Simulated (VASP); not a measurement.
# Sn (Immm) in VASP: further runs

Sn is run at these levels: PBEsol+D3(BJ); tasks: single point.

Everything below comes from runs of VASP 6.6.1. Logs are shortened: lines on timing, memory, paths and dates and some standing lists are left out, and cuts for length are marked.

## Step 1: The cell of the first run

It takes space group Immm (No. 71, orthorhombic). The conventional cell has a = 3.354 Å, b = 3.743 Å, c = 3.752 Å, α = 90.00°, β = 90.00°, γ = 90.00°. Within 4.1 Å of Sn (site symmetry mmm) lie 14 Sn at 3.14 to 3.75 Å.

## Step 2: Single point, PBEsol+D3(BJ) (volume scaled by 0.94, then relaxed in part)

The input, INCAR:

```
  ALGO = Fast
  EDIFF = 1E-6
  ENCUT = 520
  GGA = PS
  ISIF = 2
  ISMEAR = 0
  IVDW = 12
  LASPH = True
  LCHARG = False
  LREAL = False
  LWAVE = False
  NBANDS = 13
  NELM = 100
  PREC = Accurate
  SIGMA = 0.1
```

The input, KPOINTS:

```
k-points
0
Gamma
  16 16 16
```

The input, POSCAR:

```
Sn
1.0
   -1.8715024329      1.6771689074      1.8761439487
    1.8715024329     -1.6771689074      1.8761439487
    1.8715024329      1.6771689074     -1.8761439487
Sn
1
Direct
    0.0000000000      0.0000000000      0.0000000000
```

Potentials or basis: VASP PAW PBE potentials, release 64 (Sn_d).

The run is started by

```console
$ cat potpaw_PBE.64/Sn_d/POTCAR > POTCAR
$ mpirun -np 1 vasp_std > vasp.out
```

OUTCAR:

```text
EDIFF = 1E-6
   ENCUT = 520
   GGA = PS
   ISIF = 2
   ISMEAR = 0
   IVDW = 12
   LASPH = True
   LREAL = False
   NELM = 100
   PREC = Accurate
 IVDW          = 12

 ion  position               nearest neighbor table
   1  0.000  0.000  0.000-

  LATTYP: Found a body centered orthorhombic cell.
 ALAT       =     3.3543378148
 B/A-ratio  =     1.1158699787
 C/A-ratio  =     1.1186374493

  Lattice vectors:

 A1 = (   1.8715024329,  -1.6771689074,  -1.8761439487)
 A2 = (  -1.8715024329,   1.6771689074,  -1.8761439487)
 A3 = (   1.8715024329,   1.6771689074,   1.8761439487)

Analysis of symmetry for initial positions (statically):
=====================================================================
 Subroutine PRICEL returns:
 Original cell was already a primitive cell.

 Routine SETGRP: Setting up the symmetry group for a
 body centered orthorhombic supercell.

 Subroutine GETGRP returns: Found  8 space group operations
 (whereof  8 operations were pure point group operations)
 out of a pool of  8 trial point group operations.

The static configuration has the point symmetry D_2h.

Analysis of symmetry for dynamics (positions and initial velocities):
=====================================================================
 Subroutine PRICEL returns:
 Original cell was already a primitive cell.

 Routine SETGRP: Setting up the symmetry group for a
 body centered orthorhombic supercell.

 Subroutine GETGRP returns: Found  8 space group operations
 (whereof  8 operations were pure point group operations)
 out of a pool of  8 trial point group operations.

The dynamic configuration has the point symmetry D_2h.

 Subroutine INISYM returns: Found  8 space group operations
 (whereof  8 operations are pure point group operations),
 and found     1 'primitive' translations

----------------------------------------------------------------------------------------

                                     Primitive cell

  volume of cell :      23.5556

  direct lattice vectors                    reciprocal lattice vectors
    -1.871502433  1.677168907  1.876143949     0.000000000  0.298121434  0.266504071
     1.871502433 -1.677168907  1.876143949     0.267165028  0.000000000  0.266504071
     1.871502433  1.677168907 -1.876143949     0.267165028  0.298121434  0.000000000

  length of vectors
     3.136133450  3.136133450  3.136133450     0.399875992  0.377361328  0.400316802

  position of ions in fractional coordinates (direct lattice)
     0.000000000  0.000000000  0.000000000

  ion indices of the primitive-cell ions
   primitive index   ion index
                 1           1

----------------------------------------------------------------------------------------

 KPOINTS: k-points

Automatic generation of k-mesh.
 Grid dimensions read from file:
 generate k-points for:   16   16   16

 Generating k-lattice:

  Cartesian coordinates                     Fractional coordinates (reciprocal lattice)
     0.000000000  0.018632590  0.016656504     0.062500000  0.000000000  0.000000000
     0.016697814  0.000000000  0.016656504     0.000000000  0.062500000  0.000000000
     0.016697814  0.018632590  0.000000000     0.000000000  0.000000000  0.062500000

  Length of vectors
     0.024992250  0.023585083  0.025019800

  Shift w.r.t. Gamma in fractional coordinates (k-lattice)
     0.000000000  0.000000000  0.000000000

 Subroutine IBZKPT returns following result:
 ===========================================

 Found    621 irreducible k-points:

 Following reciprocal coordinates:
            Coordinates               Weight
  0.000000  0.000000  0.000000      1.000000
  0.062500 -0.000000  0.000000      4.000000
  0.125000 -0.000000  0.000000      4.000000
  0.187500 -0.000000  0.000000      4.000000
  0.250000 -0.000000  0.000000      4.000000
  0.312500 -0.000000  0.000000      4.000000
[... 16 lines left out ...]
 -0.187500  0.062500 -0.000000      8.000000
 -0.125000  0.062500 -0.000000      8.000000
 [... further k-points ...]
   k-points           NKPTS =    621   k-points in BZ     NKDIM =    621   number of bands    NBANDS=     13
   number of dos      NEDOS =    301   number of ions     NIONS =      1
   total plane-waves  NPLWV =  13824
   dimension x,y,z NGX =    24 NGY =   24 NGZ =   24
   dimension x,y,z NGXF=    48 NGYF=   48 NGZF=   48
   ions per type =               1
   NGX,Y,Z   is equivalent  to a cutoff of  12.72, 12.72, 12.72 a.u.
   NGXF,Y,Z  is equivalent  to a cutoff of  25.44, 25.44, 25.44 a.u.
 SYSTEM =  unknown system
   PREC   = accura    normal or accurate (medium, high low for compatibility)
   ISTART =      0    job   : 0-new  1-cont  2-samecut
   ICHARG =      2    charge: 1-file 2-atom 10-const
   ISPIN  =      1    spin polarized calculation?
   LNONCOLLINEAR =      F non collinear calculations
   LSORBIT =      F    spin-orbit coupling
   LASPH  =      T    aspherical Exc in radial PAW
   ENCUT  =  520.0 eV  38.22 Ry    6.18 a.u.   5.83  5.83  5.83*2*pi/ulx,y,z
   NELM   =    100;   NELMIN=  2; NELMDL= -5     # of ELM steps
   EDIFF  = 0.1E-05   stopping-criterion for ELM
   LREAL  =      F    real-space projection
   EDIFFG = 0.1E-04   stopping-criterion for IOM
   NSW    =      0    number of steps for IOM
   IBRION =     -1    ionic relax: 0-MD 1-quasi-New 2-CG
   NFREE  =      0    steps in history (QN), initial steepest desc. (CG)
   ISIF   =      2    stress and relaxation
   ISYM   =      2    0-nonsym 1-usesym 2-fastsym
   POTIM  = 0.5000    time-step for ionic-motion
   TEBEG  =    0.0;   TEEND  =   0.0 temperature during run
   PSTRESS=    0.0 pullay stress
   NELECT =      14.0000    total number of electrons
   NUPDOWN=      -1.0000    fix difference up-down
   EMIN   =  10.00;   EMAX   =-10.00  energy-range for DOS
   EFERMI =   0.00;   METHOD = LEGACY
   ISMEAR =     0;   SIGMA  =   0.10  broadening in eV -4-tet -1-fermi 0-gaus
   EFERMI_NEDOS =   21; number of points for ismear=-14 and -15
   IALGO  =     68    algorithm
   IMIX   =      4    mixing-type and parameters
     AMIX     =   0.40;   BMIX     =  1.00
     AMIX_MAG =   1.60;   BMIX_MAG =  1.00
  volume/ion in A,a.u.               =      23.56       158.96
  Fermi-wavevector in a.u.,A,eV,Ry     =   1.376427  2.601069 25.776921  1.894550
  Thomas-Fermi vector in A             =   2.501672
   LORBIT       =      0    0 simple, 1 ext, 2 COOP (PROOUT), +10 PAW based schemes
   GGA     = PS    functional components
   LHFCALC =     F    Hartree Fock is set to
   AEXX    =    0.0000 exact exchange contribution
   IVDW    =    12    specifies the selected vdW correction
   LEPSILON=     F    determine dielectric tensor
   LRPA    =     F    only Hartree local field effects (RPA)
 non-spin polarized calculation
 RMM-DIIS sequential band-by-band and
 Gauss-broadening in eV      SIGMA  =   0.10
  energy-cutoff  :      520.00
  volume of cell :       23.56
 maximum number of plane-waves:       646
   NGX = 11   NGY = 11   NGZ = 11

 number of electron      13.9999993 magnetization

 Free energy of the ion-electron system (eV)
  ---------------------------------------------------
  ext. energy  EPLUGINS =         0.00000000
  ---------------------------------------------------
  free energy    TOTEN  =        -4.18143950 eV

  energy without entropy =       -4.17882761  energy(sigma->0) =       -4.18013355

 E-fermi :   9.7926     XC(G=0): -11.1933

 val. band max:        9.7906901006   @ k =   0.3750   0.4375   0.0000
 cond. band min:       9.8066784357   @ k =  -0.0625   0.3125   0.0000
 fundamental gap:      0.0159883352
 Fermi energy:         9.7925898663

 k-point     1 :       0.0000    0.0000    0.0000
  band No.  band energies     occupation
      1     -11.8155      2.00000
      2     -11.7527      2.00000
      3     -11.7516      2.00000
      4     -11.6268      2.00000
      5     -11.5388      2.00000
      6      -2.4489      2.00000
      7      18.4497      0.00000
      8      18.4504      0.00000
      9      19.9539      0.00000
     10      22.0795      0.00000
     11      22.1879      0.00000
     12      22.2338      0.00000
     13      23.3847      0.00000

 k-point     2 :       0.0625   -0.0000    0.0000
  band No.  band energies     occupation
      1     -11.8103      2.00000
      2     -11.7504      2.00000
      3     -11.7475      2.00000
      4     -11.6245      2.00000
      5     -11.5420      2.00000
      6      -2.3487      2.00000
      7      18.0221      0.00000
      8      18.0762      0.00000
      9      19.2419      0.00000
     10      21.4687      0.00000
     11      21.6128      0.00000
     12      22.6829      0.00000
     13      22.9213      0.00000

 k-point     3 :       0.1250   -0.0000    0.0000
  band No.  band energies     occupation
      1     -11.8057      2.00000
      2     -11.7454      2.00000
      3     -11.7253      2.00000
      4     -11.6173      2.00000
      5     -11.5509      2.00000
      6      -2.0474      2.00000
      7      16.6595      0.00000
      8      17.1244      0.00000
      9      17.9781      0.00000
     10      20.6362      0.00000
     11      20.7085      0.00000
     12      22.7304      0.00000
     13      23.8644      0.00000
[... 305 lines left out ...]
 k-point    23 :      -0.1875    0.0625   -0.0000
  band No.  band energies     occupation
      1     -11.8050      2.00000
      2     -11.7497      2.00000
      3     -11.6978      2.00000
      4     -11.6009      2.00000
      5     -11.5611      2.00000
      6      -1.7214      2.00000
      7      15.3158      0.00000
      8      16.5747      0.00000
      9      17.1754      0.00000
     10      20.1614      0.00000
     11      20.5819      0.00000
     12      22.0539      0.00000
     13      23.6071      0.00000

 k-point    24 :      -0.1250    0.0625   -0.0000
  band No.  band energies     occupation
      1     -11.8038      2.00000
      2     -11.7523      2.00000
      3     -11.7328      2.00000
      4     -11.6146      2.00000
      5     -11.5495      2.00000
      6      -2.1362      2.00000
      7      17.0295      0.00000
      8      17.9279      0.00000
      9      18.0531      0.00000
     10      20.6333      0.00000
     11      21.1273      0.00000
     12      22.3176      0.00000
     13      22.7852      0.00000

 [... further k-points ...]

------------------------ aborting loop because EDIFF is reached ----------------------------------------

 Edisp (eV)   -0.45206

 E8    (eV) :    -0.3191

  FORCE on cell =-STRESS in cart. coord.  units (eV):
  Direction    XX          YY          ZZ          XY          YZ          ZX
  --------------------------------------------------------------------------------------
  -------------------------------------------------------------------------------------
  Total       0.64724     0.63981     0.63000     0.00000     0.00000     0.00000
  in kB      44.02351    43.51761    42.85038     0.00000     0.00000     0.00000
  external pressure =       43.46 kB  Pullay stress =        0.00 kB

 VOLUME and BASIS-vectors are now :
 -----------------------------------------------------------------------------
  energy-cutoff  :      520.00
  volume of cell :       23.56
      direct lattice vectors                 reciprocal lattice vectors
    -1.871502433  1.677168907  1.876143949     0.000000000  0.298121434  0.266504071
     1.871502433 -1.677168907  1.876143949     0.267165028  0.000000000  0.266504071
     1.871502433  1.677168907 -1.876143949     0.267165028  0.298121434  0.000000000

 POSITION                                       TOTAL-FORCE (eV/Angst)
 -----------------------------------------------------------------------------------
      0.00000      0.00000      0.00000        -0.000000      0.000000     -0.000000
 -----------------------------------------------------------------------------------
    total drift:                               -0.000000      0.000000      0.000000

  FREE ENERGIE OF THE ION-ELECTRON SYSTEM (eV)
  ---------------------------------------------------
  free  energy   TOTEN  =        -4.6334997996 eV

  energy  without entropy=       -4.6308879024  energy(sigma->0) =       -4.63219385
```

It took 44 s on 1 thread of Intel Xeon 6975P-C (Granite Rapids), shared host; peak memory 0.29 GiB.

Results:

```yaml
Free_energy: -4.6335 eV
Pressure: 4.3 GPa
Band_gap_on_the_k_mesh: zero (band 7 reaches 18.45 eV, above the bottom of band 8 at 7.02 eV)
Dispersion_energy_per_atom: -0.452 eV
```

Stress tensor (GPa, compression positive):
```
4.40 0.00 0.00
0.00 4.35 0.00
0.00 0.00 4.29
```

Caveat: the PAW data sets were made with another functional, which shifts forces and pressure a little; spin-orbit coupling is left out, which moves the levels of the heavy elements; pairwise dispersion overbinds metals, which lowers pressure and volume.

(Continued in part 2 of 2.)
